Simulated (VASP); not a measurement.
SbS3:

```
Sb S
1.0
    -2.95017    2.95017    2.95017
     2.95017   -2.95017    2.95017
     2.95017    2.95017   -2.95017
Sb S
1 3
Direct
  0.00000 0.00000 0.00000
  0.00000 0.50000 0.50000
  0.50000 0.00000 0.50000
  0.50000 0.50000 0.00000
```

* Program: VASP 6.6.1
* Task: relaxation of cell and atoms
* Functional: PBE
* Potentials or basis: VASP PAW PBE potentials, release 64 (Sb, S)
* Cutoff: 600 eV
* k mesh: 4 × 4 × 4
* Occupations: gaussian, width 0.1 eV
* Spin: no spin polarisation

At the start: pressure -8.7 GPa; volume 25.68 Å³/atom.

Where does the relaxation end?

Over 3 steps the energy falls by 146.8 meV/atom and the volume is 21.13 Å³/atom (-17.7 %); space group Im-3m (No. 229, to 0.05 Å).

The path:
```tsv
step	energy change (eV)	largest force (eV/Å)	pressure (GPa)	volume (Å³)
1	0.0000	0.0000	-8.70	102.71
2	-0.5836	0.0000	1.01	83.35
3	-0.5871	0.0000	-0.01	84.51
```

Final structure:
```xyz
4
Lattice="-2.7645 2.7645 2.7645 2.7645 -2.7645 2.7645 2.7645 2.7645 -2.7645" Properties=species:S:1:pos:R:3 pbc="T T T"
Sb    0.0000    0.0000    0.0000
S     2.7645    0.0000    0.0000
S     0.0000    2.7645    0.0000
S     0.0000    0.0000    2.7645
```

Caveat: the k points lie up to 0.40 Å⁻¹ apart in the final cell; the volume moved by over 15 % at a fixed basis, so the end points are rough.
